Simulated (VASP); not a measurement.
Wanted: the native input for a VASP 6.6.1 run.

- Task: single point
- Functional: PBE
- Potentials or basis: VASP PAW PBE potentials, release 64 (Bi_d, Te)
- Cutoff: 520 eV
- k mesh: 7 × 7 × 7
- Occupations: fermi-dirac, width 0.05 eV
- Spin: no spin polarisation
- Dipole correction: no
- Further INCAR settings: ALGO = Normal; EDIFF = 1e-06; NBANDS = 18

The structure of BiTe lies in POSCAR:

```
BiTe
1.0
    2.4387526627      1.4080145063      3.3392614156
   -2.4387526627      1.4080145063      3.3392614156
    0.0000000000     -2.8160290126      3.3392614156
Bi Te
1 1
Direct
    0.5000000000      0.5000000000      0.5000000000
    0.0000000000      0.0000000000      0.0000000000
```

These files were run (other wordings do the same):

INCAR

```
SYSTEM = BiTe
  PREC = Accurate
  ENCUT = 520
  EDIFF = 1E-6
  ISMEAR = -1
  SIGMA = 0.05
  LREAL = .False.
  LASPH = .True.
  NELM = 100
  ALGO = Normal
  ISIF = 2
  LWAVE = .False.
  LCHARG = .True.
  GGA = PE
  LELF = .True.
  LVHAR = .True.
  NBANDS = 18
```

KPOINTS

```
Automatic mesh
0
Gamma
  7 7 7
  0 0 0
```

Potentials or basis: VASP PAW PBE potentials, release 64 (Bi_d, Te).

Run with:

```sh
$ cat potpaw_PBE.64/Bi_d/POTCAR potpaw_PBE.64/Te/POTCAR > POTCAR
$ mpirun -np 1 vasp_std > vasp.out
```

It gave:

| Property | Result |
| --- | --- |
| Pressure | -0.8 GPa |

Wall time 23 s on 1 thread of AMD EPYC 9R45 96-Core Processor (Zen 5) (shared host), peak memory 0.18 GiB.
